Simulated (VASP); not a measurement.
# In (I4/mmm) in VASP: single point with PBEsol

Aim: the single point of In with PBEsol.

All numbers are computed with VASP 6.6.1; they aren't measurements. Logs are shortened: lines on timing, memory, paths and dates and some standing lists are left out, and cuts for length are marked.

**1. The cell of the first run**

It takes space group I4/mmm (No. 139, tetragonal). The conventional cell has a = 3.195 Å, b = 3.195 Å, c = 4.997 Å, α = 90.00°, β = 90.00°, γ = 90.00°. Within 4.2 Å of In (site symmetry 4/mmm) lie 12 In at 3.20 to 3.37 Å.

**2. Single point, PBEsol, non-collinear spin, zero start, spin-orbit coupling**

File INCAR:

```
SYSTEM = In
PREC = Accurate ; ENCUT = 500
EDIFF = 1E-6 ; ISMEAR = 0
SIGMA = 0.1 ; LREAL = .FALSE.
LASPH = .TRUE. ; NELM = 200
ALGO = Normal ; ISIF = 2
LWAVE = .FALSE. ; LCHARG = .FALSE.
MAGMOM = 0 0 0 ; LORBIT = 11
LSORBIT = .TRUE. ; GGA_COMPAT = .FALSE.
LORBMOM = .TRUE. ; GGA = PS
NBANDS = 24
```

File KPOINTS:

```
regular mesh
0
G
  18 18 18
  0 0 0
```

File POSCAR:

```
In
1.0
   -1.5975424003      1.5975424003      2.4982698200
    1.5975424003     -1.5975424003      2.4982698200
    1.5975424003      1.5975424003     -2.4982698200
In
1
Direct
    0.0000000000      0.0000000000      0.0000000000
```

Potentials or basis: VASP PAW PBE potentials, release 64 (In_d).

On the command line:

```sh
$ cat potpaw_PBE.64/In_d/POTCAR > POTCAR
$ mpirun -np 1 vasp_ncl > vasp.out
```

OUTCAR:

```text
SYSTEM = In
   PREC = Accurate
   ENCUT = 500
   EDIFF = 1E-6
   ISMEAR = 0
   LREAL = .FALSE.
   LASPH = .TRUE.
   NELM = 200
   ISIF = 2
   LORBIT = 11
   LSORBIT = .TRUE.
   GGA = PS

 ion  position               nearest neighbor table
   1  0.000  0.000  0.000-

  LATTYP: Found a body centered tetragonal cell.
 ALAT       =     3.1950848006
 C/A-ratio  =     1.5638206657

  Lattice vectors:

 A1 = (  -1.5975424003,   1.5975424003,   2.4982698200)
 A2 = (   1.5975424003,  -1.5975424003,   2.4982698200)
 A3 = (   1.5975424003,   1.5975424003,  -2.4982698200)

Analysis of symmetry for initial positions (statically):
=====================================================================
 Subroutine PRICEL returns:
 Original cell was already a primitive cell.

 Routine SETGRP: Setting up the symmetry group for a
 body centered tetragonal supercell.

 Subroutine GETGRP returns: Found 16 space group operations
 (whereof 16 operations were pure point group operations)
 out of a pool of 16 trial point group operations.

The static configuration has the point symmetry D_4h.

Analysis of symmetry for dynamics (positions and initial velocities):
=====================================================================
 Subroutine PRICEL returns:
 Original cell was already a primitive cell.

 Routine SETGRP: Setting up the symmetry group for a
 body centered tetragonal supercell.

 Subroutine GETGRP returns: Found 16 space group operations
 (whereof 16 operations were pure point group operations)
 out of a pool of 16 trial point group operations.

The dynamic configuration has the point symmetry D_4h.

Analysis of structural, dynamic, and magnetic symmetry:
=====================================================================
 Subroutine PRICEL returns:
 Original cell was already a primitive cell.

 Routine SETGRP: Setting up the symmetry group for a
 body centered tetragonal supercell.

 Subroutine GETGRP returns: Found 16 space group operations
 (whereof 16 operations were pure point group operations)
 out of a pool of 16 trial point group operations.

The overall configuration has the point symmetry D_4h.

 Subroutine INISYM returns: Found 16 space group operations
 (whereof 16 operations are pure point group operations),
 and found     1 'primitive' translations

----------------------------------------------------------------------------------------

                                     Primitive cell

  volume of cell :      25.5038

  direct lattice vectors                    reciprocal lattice vectors
    -1.597542400  1.597542400  2.498269820     0.000000000  0.312980738  0.200138510
     1.597542400 -1.597542400  2.498269820     0.312980738  0.000000000  0.200138510
     1.597542400  1.597542400 -2.498269820     0.312980738  0.312980738  0.000000000

  length of vectors
     3.368328300  3.368328300  3.368328300     0.371500156  0.371500156  0.442621605

  position of ions in fractional coordinates (direct lattice)
     0.000000000  0.000000000  0.000000000

  ion indices of the primitive-cell ions
   primitive index   ion index
                 1           1

----------------------------------------------------------------------------------------

 KPOINTS: regular mesh

Automatic generation of k-mesh.
 Grid dimensions read from file:
 generate k-points for:   18   18   18

 Generating k-lattice:

  Cartesian coordinates                     Fractional coordinates (reciprocal lattice)
     0.000000000  0.017387819  0.011118806     0.055555556  0.000000000 -0.000000000
     0.017387819  0.000000000  0.011118806     0.000000000  0.055555556 -0.000000000
     0.017387819  0.017387819  0.000000000     0.000000000  0.000000000  0.055555556

  Length of vectors
     0.020638898  0.020638898  0.024590089

  Shift w.r.t. Gamma in fractional coordinates (k-lattice)
     0.000000000  0.000000000  0.000000000

 Subroutine IBZKPT returns following result:
[... 48 lines left out ...]
   NELM   =    200;   NELMIN=  2; NELMDL= -5     # of ELM steps
   EDIFF  = 0.1E-05   stopping-criterion for ELM
   LREAL  =      F    real-space projection
   EDIFFG = 0.1E-04   stopping-criterion for IOM
   NSW    =      0    number of steps for IOM
   IBRION =     -1    ionic relax: 0-MD 1-quasi-New 2-CG
   NFREE  =      0    steps in history (QN), initial steepest desc. (CG)
   ISIF   =      2    stress and relaxation
   ISYM   =      2    0-nonsym 1-usesym 2-fastsym
   POTIM  = 0.5000    time-step for ionic-motion
   TEBEG  =    0.0;   TEEND  =   0.0 temperature during run
   PSTRESS=    0.0 pullay stress
   NELECT =      13.0000    total number of electrons
   NUPDOWN=      -1.0000    fix difference up-down
   EMIN   =  10.00;   EMAX   =-10.00  energy-range for DOS
   EFERMI =   0.00;   METHOD = LEGACY
   ISMEAR =     0;   SIGMA  =   0.10  broadening in eV -4-tet -1-fermi 0-gaus
   EFERMI_NEDOS =   21; number of points for ismear=-14 and -15
   IALGO  =     38    algorithm
   IMIX   =      4    mixing-type and parameters
     AMIX     =   0.40;   BMIX     =  1.00
     AMIX_MAG =   1.60;   BMIX_MAG =  1.00
  volume/ion in A,a.u.               =      25.50       172.11
  Fermi-wavevector in a.u.,A,eV,Ry     =   1.307739  2.471269 23.268447  1.710183
  Thomas-Fermi vector in A             =   2.438454
   LORBIT       =     11    0 simple, 1 ext, 2 COOP (PROOUT), +10 PAW based schemes
   GGA     = PS    functional components
   LHFCALC =     F    Hartree Fock is set to
   AEXX    =    0.0000 exact exchange contribution
   IVDW    =     0    specifies the selected vdW correction
   LEPSILON=     F    determine dielectric tensor
   LRPA    =     F    only Hartree local field effects (RPA)
 Gauss-broadening in eV      SIGMA  =   0.10
  energy-cutoff  :      500.00
  volume of cell :       25.50
 maximum number of plane-waves:      1322
 NGX is ok and might be reduce to    28
   NGX = 13   NGY = 13   NGZ = 13

 number of electron      13.0000000 magnetization       0.0000000      0.0000000      0.0000000

 number of electron      13.0000002 magnetization       0.0000000     -0.0000000     -0.0000000

 number of electron      13.0000002 magnetization      -0.0000000      0.0000000      0.0000000

 Free energy of the ion-electron system (eV)
  ---------------------------------------------------
  ext. energy  EPLUGINS =         0.00000000
  ---------------------------------------------------
  free energy    TOTEN  =        -3.02062387 eV

  energy without entropy =       -3.01869877  energy(sigma->0) =       -3.01966132

 E-fermi :   7.6329     XC(G=0): -10.5268

 val. band max:        7.6042586432   @ k =  -0.4444  -0.4444   0.1667
 cond. band min:       7.6420788189   @ k =   0.2778   0.2778   0.1111
 fundamental gap:      0.0378201758
 Fermi energy:         7.6329092480

 k-point     1 :       0.0000    0.0000    0.0000
  band No.  band energies     occupation
      1      -7.3976      1.00000
      2      -7.3976      1.00000
      3      -7.3668      1.00000
      4      -7.3668      1.00000
      5      -6.5991      1.00000
      6      -6.5991      1.00000
[... 637 lines left out ...]
     23      22.0134      0.00000
     24      22.0134      0.00000

 [... further k-points ...]

------------------------ aborting loop because EDIFF is reached ----------------------------------------

  FORCE on cell =-STRESS in cart. coord.  units (eV):
  Direction    XX          YY          ZZ          XY          YZ          ZX
  --------------------------------------------------------------------------------------
  -------------------------------------------------------------------------------------
  Total       -0.0083125     -0.0083125     -0.0136036      0.0000000      0.0000000      0.0000000
  in kB       -0.5222014     -0.5222014     -0.8545938      0.0000000      0.0000000      0.0000000
  external PRESSURE =      -0.6329988 kB  Pullay stress =       0.0000000 kB

 VOLUME and BASIS-vectors are now :
 -----------------------------------------------------------------------------
  energy-cutoff  :      500.00
  volume of cell :       25.50
      direct lattice vectors                 reciprocal lattice vectors
    -1.597542400  1.597542400  2.498269820     0.000000000  0.312980738  0.200138510
     1.597542400 -1.597542400  2.498269820     0.312980738  0.000000000  0.200138510
     1.597542400  1.597542400 -2.498269820     0.312980738  0.312980738  0.000000000

 POSITION                                       TOTAL-FORCE (eV/Angst)
 -----------------------------------------------------------------------------------
      0.00000      0.00000      0.00000         0.000000      0.000000      0.000000
 -----------------------------------------------------------------------------------
    total drift:                               -0.000000     -0.000000     -0.000000

  FREE ENERGIE OF THE ION-ELECTRON SYSTEM (eV)
  ---------------------------------------------------
  free  energy   TOTEN  =        -3.0206238701 eV

  energy  without entropy=       -3.0186987706  energy(sigma->0) =       -3.01966132

 orbital moment (x)

 # of ion     p       d       tot
 ----------------------------------------
  1         0.000  -0.000  -0.000
 ----------------------------------------
            0.000  -0.000  -0.000

 orbital moment (y)

 # of ion     p       d       tot
 ----------------------------------------
  1        -0.000  -0.000  -0.000
 ----------------------------------------
           -0.000  -0.000  -0.000

 orbital moment (z)

 # of ion     p       d       tot
 ----------------------------------------
  1         0.000   0.000   0.000
 ----------------------------------------
            0.000   0.000   0.000

 Spin-Orbit-Coupling matrix elements

 Ion:    1  E_soc:     -0.0711232
 l=   1
     0.0000000    -0.0054822    -0.0055144
    -0.0054822     0.0000000    -0.0054822
    -0.0055144    -0.0054822     0.0000000
 l=   2
     0.0000000    -0.0012817     0.0000000    -0.0012817    -0.0051090
    -0.0012817     0.0000000    -0.0038150    -0.0012672    -0.0012565
     0.0000000    -0.0038150     0.0000000    -0.0038150     0.0000000
    -0.0012817    -0.0012672    -0.0038150     0.0000000    -0.0012565
    -0.0051090    -0.0012565     0.0000000    -0.0012565     0.0000000
 l=   3
     0.0000000     0.0000000     0.0000000     0.0000000     0.0000000     0.0000000     0.0000000
     0.0000000     0.0000000     0.0000000     0.0000000     0.0000000     0.0000000     0.0000000
     0.0000000     0.0000000     0.0000000     0.0000000     0.0000000     0.0000000     0.0000000
     0.0000000     0.0000000     0.0000000     0.0000000     0.0000000     0.0000000     0.0000000
     0.0000000     0.0000000     0.0000000     0.0000000     0.0000000     0.0000000     0.0000000
     0.0000000     0.0000000     0.0000000     0.0000000     0.0000000     0.0000000     0.0000000
     0.0000000     0.0000000     0.0000000     0.0000000     0.0000000     0.0000000     0.0000000

 total charge

# of ion       s       p       d       tot
------------------------------------------
    1        0.990   0.511   9.852  11.353

 magnetization (x)

# of ion       s       p       d       tot
------------------------------------------
    1        0.000  -0.000  -0.000  -0.000

 magnetization (y)

# of ion       s       p       d       tot
------------------------------------------
    1        0.000   0.000   0.000   0.000

 magnetization (z)

# of ion       s       p       d       tot
------------------------------------------
    1       -0.000   0.000   0.000   0.000
```

Run time: 20 min. Hardware: 1 thread of Intel Xeon 8259CL, shared host; peak memory 0.52 GiB.

What came out:

```yaml
Free_energy: -3.0206 eV
Pressure: -0.1 GPa
Net_moment: 0.00 μB per cell
Valence_electrons_inside_the_program's_atomic_spheres: In 11.35
```

Moments on the atoms (μB; x, y, z):
```
In  0.00 0.00 0.00
```

Caveat: the PAW data sets were made with another functional, which shifts forces and pressure a little.
